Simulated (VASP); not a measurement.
# WC (P1) in VASP: a series of runs

The runs below take WC through single point, with LDA.

All numbers are computed with VASP 6.6.1; they aren't measurements. Logs are shortened: lines on timing, memory, paths and dates and some standing lists are left out, and cuts for length are marked.

**1. The cell of the first run**

The typed cell holds 16 atoms: a = 6.080 Å, b = 5.265 Å, c = 5.948 Å, α = 90.00°, β = 90.00°, γ = 90.00°.

**2. Single point, LDA**

The input, INCAR:

```
PREC     = Accurate       # precision mode
ENCUT    = 520            # plane-wave cutoff, eV
EDIFF    = 1E-6           # SCF threshold, eV
ISMEAR   = -1             # smearing method
SIGMA    = 0.24           # smearing width, eV
LREAL    = Auto         
LASPH    = True           # aspherical terms in the spheres
NELM     = 80             # most SCF steps
ALGO     = Normal         # electronic algorithm
ISIF     = 2              # what is computed and relaxed
LWAVE    = False          # write WAVECAR
LCHARG   = False          # write CHGCAR
NBANDS   = 86             # bands
```

The input, KPOINTS:

```
regular mesh
0
Gamma
  2 2 2
```

The input, POSCAR:

```
WC
1.0
   -3.0399550000     -5.2653570000      0.0000000000
    4.5599330000     -2.6326780000      0.0000000000
    0.0000000000      0.0000000000      5.9480900000
W C
8 8
Direct
    0.7363276017      0.5221574033      0.0084228719
    0.7535967043      0.5026609095      0.5162161299
    0.4897257274      0.0066545218      0.0134160714
    0.5215546732      0.0078735229      0.4805576244
    0.2284491984      0.5123047384     -0.0189472587
    0.2396850439      0.5157382241      0.4723533101
   -0.0205733643      0.0436536893      0.0033119875
   -0.0121871287     -0.0032781892      0.4671415530
    0.4866663185      0.6789011392      0.2354873581
    0.4936958467      0.6753636858      0.6849425614
    0.2676950010      0.1725202447      0.2065873247
    0.3005823192      0.1569226399      0.6991992387
   -0.0348416685      0.6568041451      0.2368659519
   -0.0024639528      0.6728409594      0.7222486546
    0.7467887954      0.1498057828      0.2285103285
    0.7392014397      0.1731470863      0.7654389897
```

Potentials or basis: VASP PAW LDA potentials, release 64 (W_sv, C).

Started as:

```sh
> cat potpaw_LDA.64/W_sv/POTCAR potpaw_LDA.64/C/POTCAR > POTCAR
> mpirun -np 1 vasp_std > vasp.out
```

OUTCAR:

```text
PREC = Accurate
   ENCUT = 520
   EDIFF = 1E-6
   ISMEAR = -1
   LREAL = Auto
   LASPH = True
   NELM = 80
   ISIF = 2

 ion  position               nearest neighbor table
   1  0.736  0.522  0.008-  13 2.07   9 2.19  16 2.34  15 2.36  14 2.46  10 2.56   7 2.92   2 2.93
                             3 2.96   5 3.00   2 3.02   5 3.09   3 3.10   7 3.12
   2  0.754  0.503  0.516-  10 2.08  14 2.12  13 2.25  16 2.28   9 2.51  15 2.53   1 2.93   6 2.97
                             4 2.97   8 2.98   4 3.02   1 3.02   8 3.03   6 3.14
   3  0.490  0.007  0.013-  11 1.98  15 2.16   9 2.17  16 2.29  12 2.33  10 2.62   4 2.79   1 2.96
                             7 2.98   5 3.06   1 3.10   5 3.11   7 3.11   4 3.18
   4  0.522  0.008  0.481-  12 2.03  10 2.14  15 2.16   9 2.27  16 2.32  11 2.41   3 2.79   8 2.84
                             2 2.97   2 3.02   6 3.11   3 3.18   6 3.18   8 3.25
   5  0.228  0.512  0.981-  14 2.25  11 2.25  13 2.34   9 2.35  10 2.54  12 2.55   7 2.90   6 2.92
                             1 3.00   6 3.03   3 3.06   1 3.09   3 3.11   7 3.18
   6  0.240  0.516  0.472-  10 2.17   9 2.23  14 2.25  13 2.30  12 2.35  11 2.41   5 2.92   8 2.96
                             2 2.97   5 3.03   4 3.11   8 3.13   2 3.14   4 3.18
   7  0.979  0.044  0.003-  15 2.03  16 2.14  11 2.23  13 2.47  14 2.57  12 2.73   8 2.77   5 2.90
                             1 2.92   3 2.98   3 3.11   1 3.12   5 3.18   8 3.20
   8  0.988  0.997  0.467-  15 2.19  13 2.26  14 2.28  11 2.48  12 2.50  16 2.51   7 2.77   4 2.84
                             6 2.96   2 2.98   2 3.03   6 3.13   7 3.20   4 3.25
   9  0.487  0.679  0.235-   3 2.17   1 2.19   6 2.23   4 2.27   5 2.35   2 2.51
  10  0.494  0.675  0.685-   2 2.08   4 2.14   6 2.17   5 2.54   1 2.56   3 2.62
  11  0.268  0.173  0.207-   3 1.98   7 2.23   5 2.25   4 2.41   6 2.41   8 2.48
  12  0.301  0.157  0.699-   4 2.03   3 2.33   6 2.35   8 2.50   5 2.55   7 2.73
  13  0.965  0.657  0.237-   1 2.07   2 2.25   8 2.26   6 2.30   5 2.34   7 2.47
  14  0.998  0.673  0.722-   2 2.12   5 2.25   6 2.25   8 2.28   1 2.46   7 2.57
  15  0.747  0.150  0.229-   7 2.03   3 2.16   4 2.16   8 2.19   1 2.36   2 2.53
  16  0.739  0.173  0.765-   7 2.14   2 2.28   3 2.29   4 2.32   1 2.34   8 2.51

  LATTYP: Found a simple orthorhombic cell.
 ALAT       =     5.2653568176
 B/A-ratio  =     1.1296651312
 C/A-ratio  =     1.1547005517

  Lattice vectors:

 A1 = (   4.5599330000,  -2.6326780000,   0.0000000000)
 A2 = (   0.0000000000,   0.0000000000,   5.9480900000)
 A3 = (  -3.0399550000,  -5.2653570000,   0.0000000000)

Analysis of symmetry for initial positions (statically):
=====================================================================
 Subroutine PRICEL returns:
 Original cell was already a primitive cell.

 Routine SETGRP: Setting up the symmetry group for a
 simple orthorhombic supercell.

 Subroutine GETGRP returns: Found  1 space group operations
 (whereof  1 operations were pure point group operations)
 out of a pool of  8 trial point group operations.

The static configuration has the point symmetry C_1 .

Analysis of symmetry for dynamics (positions and initial velocities):
=====================================================================
 Subroutine PRICEL returns:
 Original cell was already a primitive cell.

 Routine SETGRP: Setting up the symmetry group for a
 simple orthorhombic supercell.

 Subroutine GETGRP returns: Found  1 space group operations
 (whereof  1 operations were pure point group operations)
 out of a pool of  8 trial point group operations.

The dynamic configuration has the point symmetry C_1 .

 Subroutine INISYM returns: Found  1 space group operations
 (whereof  1 operations are pure point group operations),
 and found     1 'primitive' translations

----------------------------------------------------------------------------------------

                                     Primitive cell

  volume of cell :     190.4156

  direct lattice vectors                    reciprocal lattice vectors
    -3.039955000 -5.265357000  0.000000000    -0.082238041 -0.142440495  0.000000000
     4.559933000 -2.632678000  0.000000000     0.164476113 -0.094960319  0.000000000
     0.000000000  0.000000000  5.948090000     0.000000000  0.000000000  0.168121195

  length of vectors
     6.079910422  5.265356818  5.948090000     0.164476107  0.189920652  0.168121195

  position of ions in fractional coordinates (direct lattice)
     0.736327602  0.522157403  0.008422872
     0.753596704  0.502660910  0.516216130
     0.489725727  0.006654522  0.013416071
     0.521554673  0.007873523  0.480557624
     0.228449198  0.512304738  0.981052741
     0.239685044  0.515738224  0.472353310
[... 8 lines left out ...]
     0.746788795  0.149805783  0.228510329
     0.739201440  0.173147086  0.765438990

  ion indices of the primitive-cell ions
   primitive index   ion index
                 1           1
                 2           2
                 3           3
                 4           4
                 5           5
                 6           6
[... 8 lines left out ...]
                15          15
                16          16

----------------------------------------------------------------------------------------

 KPOINTS: regular mesh

Automatic generation of k-mesh.
 Grid dimensions read from file:
 generate k-points for:    2    2    2

 Generating k-lattice:

  Cartesian coordinates                     Fractional coordinates (reciprocal lattice)
    -0.041119020 -0.071220247  0.000000000     0.500000000  0.000000000  0.000000000
     0.082238057 -0.047480160  0.000000000     0.000000000  0.500000000  0.000000000
     0.000000000  0.000000000  0.084060598     0.000000000  0.000000000  0.500000000

  Length of vectors
     0.082238054  0.094960326  0.084060598

  Shift w.r.t. Gamma in fractional coordinates (k-lattice)
     0.000000000  0.000000000  0.000000000

 Subroutine IBZKPT returns following result:
 ===========================================

 Found      8 irreducible k-points:

 Following reciprocal coordinates:
            Coordinates               Weight
  0.000000  0.000000  0.000000      1.000000
  0.500000 -0.000000  0.000000      1.000000
  0.000000  0.500000  0.000000      1.000000
  0.500000  0.500000  0.000000      1.000000
  0.000000  0.000000  0.500000      1.000000
  0.500000 -0.000000  0.500000      1.000000
  0.000000  0.500000  0.500000      1.000000
  0.500000  0.500000  0.500000      1.000000
   k-points           NKPTS =      8   k-points in BZ     NKDIM =      8   number of bands    NBANDS=     86
   number of dos      NEDOS =    301   number of ions     NIONS =     16
   total plane-waves  NPLWV =  92160
   dimension x,y,z NGX =    48 NGY =   40 NGZ =   48
   dimension x,y,z NGXF=    96 NGYF=   80 NGZF=   96
   ions per type =               8   8
   NGX,Y,Z   is equivalent  to a cutoff of  13.12, 12.63, 13.42 a.u.
   NGXF,Y,Z  is equivalent  to a cutoff of  26.25, 25.26, 26.83 a.u.
 SYSTEM =  unknown system
   PREC   = accura    normal or accurate (medium, high low for compatibility)
   ISTART =      0    job   : 0-new  1-cont  2-samecut
   ICHARG =      2    charge: 1-file 2-atom 10-const
   ISPIN  =      1    spin polarized calculation?
   LNONCOLLINEAR =      F non collinear calculations
   LSORBIT =      F    spin-orbit coupling
   LASPH  =      T    aspherical Exc in radial PAW
   ENCUT  =  520.0 eV  38.22 Ry    6.18 a.u.  11.30  9.79 11.06*2*pi/ulx,y,z
   NELM   =     80;   NELMIN=  2; NELMDL= -5     # of ELM steps
   EDIFF  = 0.1E-05   stopping-criterion for ELM
   LREAL  =      T    real-space projection
   EDIFFG = 0.1E-04   stopping-criterion for IOM
   NSW    =      0    number of steps for IOM
   IBRION =     -1    ionic relax: 0-MD 1-quasi-New 2-CG
   NFREE  =      0    steps in history (QN), initial steepest desc. (CG)
   ISIF   =      2    stress and relaxation
   ISYM   =      2    0-nonsym 1-usesym 2-fastsym
   POTIM  = 0.5000    time-step for ionic-motion
   TEBEG  =    0.0;   TEEND  =   0.0 temperature during run
   PSTRESS=    0.0 pullay stress
   NELECT =     144.0000    total number of electrons
   NUPDOWN=      -1.0000    fix difference up-down
   EMIN   =  10.00;   EMAX   =-10.00  energy-range for DOS
   EFERMI =   0.00;   METHOD = LEGACY
   ISMEAR =    -1;   SIGMA  =   0.24  broadening in eV -4-tet -1-fermi 0-gaus
   EFERMI_NEDOS =   21; number of points for ismear=-14 and -15
   IALGO  =     38    algorithm
   IMIX   =      4    mixing-type and parameters
     AMIX     =   0.40;   BMIX     =  1.00
     AMIX_MAG =   1.60;   BMIX_MAG =  1.00
  volume/ion in A,a.u.               =      11.90        80.31
  Fermi-wavevector in a.u.,A,eV,Ry     =   1.491517  2.818558 30.267826  2.224622
  Thomas-Fermi vector in A             =   2.604162
   LORBIT       =      0    0 simple, 1 ext, 2 COOP (PROOUT), +10 PAW based schemes
   GGA     = CA    functional components
   LHFCALC =     F    Hartree Fock is set to
   AEXX    =    0.0000 exact exchange contribution
   IVDW    =     0    specifies the selected vdW correction
   LEPSILON=     F    determine dielectric tensor
   LRPA    =     F    only Hartree local field effects (RPA)
 non-spin polarized calculation
  energy-cutoff  :      520.00
  volume of cell :      190.42
 maximum number of plane-waves:      5164
 NGX is ok and might be reduce to    48
   NGX = 23   NGY = 19   NGZ = 23

 number of electron     143.9999997 magnetization

 Free energy of the ion-electron system (eV)
  ---------------------------------------------------
  ext. energy  EPLUGINS =         0.00000000
  ---------------------------------------------------
  free energy    TOTEN  =      -189.04262580 eV

  energy without entropy =     -188.09511261  energy(sigma->0) =     -188.56886920

 E-fermi :   9.4807     XC(G=0): -13.2035

 val. band max:        9.4278718174   @ k =   0.0000   0.0000   0.5000
 cond. band min:       9.4889882517   @ k =   0.5000  -0.0000   0.5000
 fundamental gap:      0.0611164343
 Fermi energy:         9.4806867006

 k-point     1 :       0.0000    0.0000    0.0000
  band No.  band energies     occupation
      1     -64.6956      2.00000
      2     -64.6417      2.00000
      3     -64.5554      2.00000
      4     -64.5228      2.00000
      5     -64.5102      2.00000
      6     -64.4979      2.00000
[... 685 lines left out ...]
     83      12.3072      0.00002
     84      12.3497      0.00001
 [bands above 84 left out]

------------------------ aborting loop because EDIFF is reached ----------------------------------------

  FORCE on cell =-STRESS in cart. coord.  units (eV):
  Direction    XX          YY          ZZ          XY          YZ          ZX
  --------------------------------------------------------------------------------------
  -------------------------------------------------------------------------------------
  Total      -38.2834659    -39.7202413    -44.2951827      1.9164703      1.5090110      3.8296939
  in kB     -322.1212027   -334.2103857   -372.7044349     16.1253874     12.6969814     32.2234565
  external PRESSURE =    -343.0120078 kB  Pullay stress =       0.0000000 kB

 VOLUME and BASIS-vectors are now :
 -----------------------------------------------------------------------------
  energy-cutoff  :      520.00
  volume of cell :      190.42
      direct lattice vectors                 reciprocal lattice vectors
    -3.039955000 -5.265357000  0.000000000    -0.082238041 -0.142440495  0.000000000
     4.559933000 -2.632678000  0.000000000     0.164476113 -0.094960319  0.000000000
     0.000000000  0.000000000  5.948090000     0.000000000  0.000000000  0.168121195

 POSITION                                       TOTAL-FORCE (eV/Angst)
 -----------------------------------------------------------------------------------
      0.14260     -5.25170      0.05010        -0.994832      0.863430     -1.779189
      0.00120     -5.29130      3.07050         0.270797      0.574395     -2.282815
     -1.45840     -2.59610      0.07980        -0.630603     -0.895373     -4.448455
     -1.54960     -2.76690      2.85840         0.375250      1.767621      1.001528
      1.64160     -2.55160      5.83539        -0.450747     -1.191739     -0.224213
      1.62310     -2.61980      2.80960        -1.570060     -0.163578      0.983250
[... 8 lines left out ...]
     -1.58710     -4.32650      1.35920         1.659594     -0.409006      1.068299
     -1.45760     -4.34800      4.55290         0.159492     -0.911722     -1.197730
 -----------------------------------------------------------------------------------
    total drift:                                0.002796     -0.016072     -0.000624

  FREE ENERGIE OF THE ION-ELECTRON SYSTEM (eV)
  ---------------------------------------------------
  free  energy   TOTEN  =      -189.0426257953 eV

  energy  without entropy=     -188.0951126061  energy(sigma->0) =     -188.56886920
```

Wall time 5.5 min (1 thread of Intel Xeon 6975P-C, shared host); peak memory 0.29 GiB.

Results:

| Item | Value |
| --- | --- |
| Free energy | -189.0426 eV |
| Pressure | -34.3 GPa |
| Largest force | 4.581 eV/Å |
| Band gap on the k mesh | zero (band 72 reaches 9.53 eV, above the bottom of band 73 at 9.49 eV) |

Forces on the atoms (eV/Å):
```
W   -0.995  0.863 -1.779
W    0.271  0.574 -2.283
W   -0.631 -0.895 -4.448
W    0.375  1.768  1.002
W   -0.451 -1.192 -0.224
W   -1.570 -0.164  0.983
W   -3.589  0.075 -2.230
W   -0.395 -1.529  2.710
C   -0.320  0.468 -0.515
C   -0.149  0.219  2.575
C    2.441  1.552  2.215
C    3.238  1.830  1.167
C   -0.064 -2.116  0.396
C    0.019 -0.133  0.562
C    1.660 -0.409  1.068
C    0.159 -0.912 -1.198
```

Levels at points of the mesh, in eV from the Fermi level:
| k point | band 69 | band 70 | band 71 | band 72 | band 73 | band 74 | band 75 | band 76 |
| --- | --- | --- | --- | --- | --- | --- | --- | --- |
| (0.00, 0.00, 0.00) | -0.70 | -0.60 | -0.44 | -0.13 | 0.28 | 0.53 | 0.77 | 1.25 |
| (0.50, 0.00, 0.00) | -0.96 | -0.72 | -0.51 | 0.05 | 0.32 | 0.49 | 0.54 | 0.84 |
| (0.00, 0.50, 0.00) | -0.87 | -0.73 | -0.29 | -0.12 | 0.72 | 0.88 | 1.45 | 1.49 |
| (0.50, 0.50, 0.00) | -1.39 | -1.21 | -1.10 | -0.96 | 0.84 | 1.05 | 1.19 | 1.24 |
| (0.00, 0.00, 0.50) | -1.08 | -0.79 | -0.31 | -0.05 | 0.24 | 0.48 | 0.62 | 0.98 |
| (0.50, 0.00, 0.50) | -1.04 | -1.01 | -0.79 | -0.64 | 0.01 | 0.15 | 0.32 | 0.60 |
| (0.00, 0.50, 0.50) | -1.21 | -1.10 | -1.04 | -0.82 | 0.32 | 0.46 | 0.69 | 0.89 |
| (0.50, 0.50, 0.50) | -1.52 | -1.35 | -1.03 | -0.82 | 0.64 | 0.90 | 1.24 | 1.32 |

Caveat: the k points lie up to 0.60 Å⁻¹ apart; spin-orbit coupling is left out, which moves the levels of the heavy elements; forces of over 1 eV/Å act on the atoms, so gaps and moduli don't describe the material at rest.

**3. Single point, LDA**

The input, INCAR:

```
SYSTEM = WC
  ALGO = Normal
  EDIFF = 1E-6
  ENCUT = 520
  GGA = CA
  ISIF = 2
  ISMEAR = -1
  LASPH = .TRUE.
  LCHARG = .TRUE.
  LELF = .TRUE.
  LREAL = Auto
  LVHAR = .TRUE.
  LWAVE = .FALSE.
  NBANDS = 86
  NELM = 100
  PREC = Accurate
  SIGMA = 0.24
```

The input, KPOINTS:

```
k-points
0
G
  2 2 2
  0 0 0
```

The input, POSCAR:

```
WC
1.0
   -3.0399550000     -5.2653570000      0.0000000000
    4.5599330000     -2.6326780000      0.0000000000
    0.0000000000      0.0000000000      5.9480900000
W C
8 8
Direct
    0.7612858022      0.5174800991     -0.0207797797
    0.7467410883      0.5113582382      0.4839872968
    0.4834577652      0.0243183070     -0.0166271862
    0.4720135521      0.0056141083      0.4907121446
    0.2513013457      0.5204999245     -0.0220575008
    0.2534878342      0.5021108005      0.4958062168
   -0.0045688188      0.0119104813     -0.0032279269
    0.0001974450      0.0032895711      0.4813141698
    0.5079236597      0.6742566325      0.2255177713
    0.5042953168      0.7052154209      0.7529812091
    0.2282275861      0.1655729572      0.2269131772
    0.2309977635      0.1783409551      0.7267543026
    0.0027133852      0.6618405510      0.2565697560
   -0.0262529919      0.6721791934      0.7350426776
    0.7503446621      0.1746766909      0.2191459780
    0.7781332847      0.1808996249      0.7067310683
```

Potentials or basis: VASP PAW LDA potentials, release 64 (W_sv, C).

Started as:

```sh
> cat potpaw_LDA.64/W_sv/POTCAR potpaw_LDA.64/C/POTCAR > POTCAR
> mpirun -np 1 vasp_std > vasp.out
```

Wall time 4.4 min (1 thread of Intel Xeon 6975P-C, shared host); peak memory 0.29 GiB.

It converged, with:

```
Free energy            : -191.2774 eV
Pressure               : -42.1 GPa
Largest force          : 2.484 eV/Å
Band gap on the k mesh : zero (band 72 reaches 9.61 eV, above the bottom of band 73 at 9.41 eV)
```

Forces in eV/Å, atoms in the order of the input:
```
W    0.155  1.428  1.123
W   -0.150  0.035 -0.223
W   -1.309 -0.521  0.601
W   -0.814 -2.149 -0.935
W   -0.409  0.666  1.231
W    1.088  0.214 -1.193
W    0.340  0.377 -1.975
W    0.522  0.626  0.392
C    0.580  0.575  0.428
C   -0.763  1.207 -1.043
C   -0.224 -1.384  0.543
C   -0.480 -0.821  0.636
C    0.322 -0.087 -1.159
C   -0.489 -2.006 -0.278
C    0.332  0.250  0.454
C    1.300  1.589  1.399
```

Stress tensor (GPa, compression positive):
```
-39.32  -0.51   0.72
 -0.51 -38.31   1.39
  0.72   1.39 -48.68
```

Levels at points of the mesh, in eV from the Fermi level:
```csv
k point,band 68,band 69,band 70,band 71,band 72,band 73,band 74,band 75,band 76,band 77
"(0.00, 0.00, 0.00)",-0.98,-0.79,-0.59,-0.43,-0.29,-0.05,0.58,0.84,1.47,1.64
"(0.50, 0.00, 0.00)",-1.58,-1.00,-0.88,-0.27,0.16,0.22,0.47,0.56,0.71,1.44
"(0.00, 0.50, 0.00)",-1.71,-0.76,-0.68,-0.27,-0.21,0.84,0.91,1.41,1.54,1.84
"(0.50, 0.50, 0.00)",-1.65,-1.53,-1.41,-1.35,-1.19,1.06,1.14,1.39,1.41,1.74
"(0.00, 0.00, 0.50)",-1.21,-1.16,-1.05,0.04,0.16,0.20,0.26,0.49,0.53,1.85
"(0.50, 0.00, 0.50)",-1.35,-1.22,-1.08,-0.92,-0.88,0.06,0.11,0.35,0.45,2.03
"(0.00, 0.50, 0.50)",-1.57,-1.29,-1.24,-1.16,-1.04,0.61,0.75,0.75,0.88,2.00
"(0.50, 0.50, 0.50)",-1.61,-1.55,-1.43,-1.36,-1.19,0.88,1.04,1.10,1.22,1.46
```

Caveat: the k points lie up to 0.60 Å⁻¹ apart; spin-orbit coupling is left out, which moves the levels of the heavy elements; forces of over 1 eV/Å act on the atoms, so gaps and moduli don't describe the material at rest.
